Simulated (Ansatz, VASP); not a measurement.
# MgCdSe2: VASP beside Ansatz

```
Mg Cd Se
1.0
     1.97565    1.14064    6.45111
    -1.97565    1.14064    6.45111
     0.00000   -2.28128    6.45111
Mg Cd Se
1 1 2
Cartesian
  1.9756 1.1406 6.4511
  0.0000 0.0000 9.6767
  0.0000 0.0000 4.9029
  0.0000 0.0000 14.4504
```

Alike in both runs: task single point; functional r2SCAN; k mesh 6 × 6 × 6; no spin polarisation.

|  | VASP | Ansatz |
| --- | --- | --- |
| version | VASP 6.6.1 | Ansatz 0.2.0 |
| potentials or method | VASP PAW PBE potentials, release 64 (Mg, Cd, Se) | plane waves, PAW |
| plane-wave cutoff (eV) | 520 | 500 |
| occupations | gaussian, width 0.01 eV | fixed |
| valence electrons in the cell | 26 | 62 |

```tsv
	VASP	Ansatz	Ansatz less VASP
gap on the k mesh at the Fermi level (eV)	1.14	1.16	+0.024
pressure (GPa)	0.1	0.0	-0.07
rms of the force components (eV/Å)	0.023	0.001	-0.0219
```

VASP's potentials were made for PBE, not for r2SCAN. Atom by atom the forces differ by 0.022 eV/Å (rms over components). VASP's potentials hold 26 valence electrons a cell and Ansatz's 62, so a difference there can come from the potentials and not from the codes.
